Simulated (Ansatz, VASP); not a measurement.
One calculation of NiO, two programs

```
Ni O
1.0
     0.00000    2.08590    2.08590
     2.08590    0.00000    2.08590
     2.08590    2.08590    0.00000
Ni O
1 1
Direct
  0.00000 0.00000 0.00000
  0.50000 0.50000 0.50000
```

Alike in both runs: task single point; functional PBE; k mesh 6 × 6 × 6; occupations gaussian, width 0.05 eV; collinear spin; Hubbard terms Ni d U = 6.2 eV.

|  | VASP | Ansatz |
| --- | --- | --- |
| version | VASP 6.6.1 | Ansatz 0.2.0 |
| potentials or method | VASP PAW PBE potentials, release 64 (Ni_sv_GW, O), cutoff 700 eV | scalar-relativistic, plane waves, PAW |
| valence electrons in the cell | 24 | 24 |

|  | VASP | Ansatz | Ansatz less VASP |
| --- | --- | --- | --- |
| gap on the k mesh at the Fermi level (eV) | 2.35 | 2.22 | -0.133 |
| least direct gap on the mesh (eV) | 3.45 | 2.98 | -0.477 |
| pressure (GPa) | 11.5 | 14.3 | +2.87 |
| net moment per atom (μB) | 1.00 | 1.00 | 0.000 |
| size of the moment on the site where the two differ most (μB) | 1.79 | 1.72 | -0.069 |

Site moments also hang on the region over which each program counts them. The programs project onto different local orbitals, so the same U acts differently, and such runs can settle in different states.

The k mesh is coarse, so the values compare programs but aren't converged.
